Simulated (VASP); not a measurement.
A run of VASP 6.6.1:

INCAR

```
PREC = Accurate
ENCUT = 600
EDIFF = 1E-7
ISMEAR = 0
SIGMA = 0.1
LREAL = F
LASPH = T
NELM = 60
ALGO = Normal
ISIF = 3
LWAVE = F
LCHARG = F
GGA = PE
IBRION = 2
NSW = 100
EDIFFG = -0.01
```

Contents of KPOINTS:

```
Automatic mesh
0
Gamma
  6 6 8
```

Contents of POSCAR:

```
Ca3GeBiH4
1.0
    7.0688570649      0.0000000000      0.0000000000
   -3.5344285324      6.1218097939      0.0000000000
    0.0000000000      0.0000000000      5.2723579145
Ca Ge Bi H
3 1 1 4
Direct
    0.5000000000      0.0000000000      0.5000000000
    0.0000000000      0.5000000000      0.5000000000
    0.5000000000      0.5000000000      0.5000000000
    0.0000000000      0.0000000000      0.0000000000
    0.0000000000      0.0000000000      0.5000000000
    0.3333333333      0.6666666667      0.5000000000
    0.6666666667      0.3333333333      0.5000000000
    0.3333333333      0.6666666667      0.0000000000
    0.6666666667      0.3333333333      0.0000000000
```

Potentials or basis: VASP PAW PBE potentials, release 64 (Ca_sv, Ge_d, Bi_d, H).

Run with:

```bash
$ cat potpaw_PBE.64/Ca_sv/POTCAR potpaw_PBE.64/Ge_d/POTCAR potpaw_PBE.64/Bi_d/POTCAR potpaw_PBE.64/H/POTCAR > POTCAR
$ mpirun -np 1 vasp_std > vasp.out
```

Hardware: 1 thread of Intel Xeon 8259CL (shared host).

**Question.** How long does it take, and how much memory?

**Answer.** It took 37 min on 1 thread of Intel Xeon 8259CL, with other jobs on the host, peak memory 0.65 GiB. Counts: scf iterations 46, k points 35, ion steps 4.
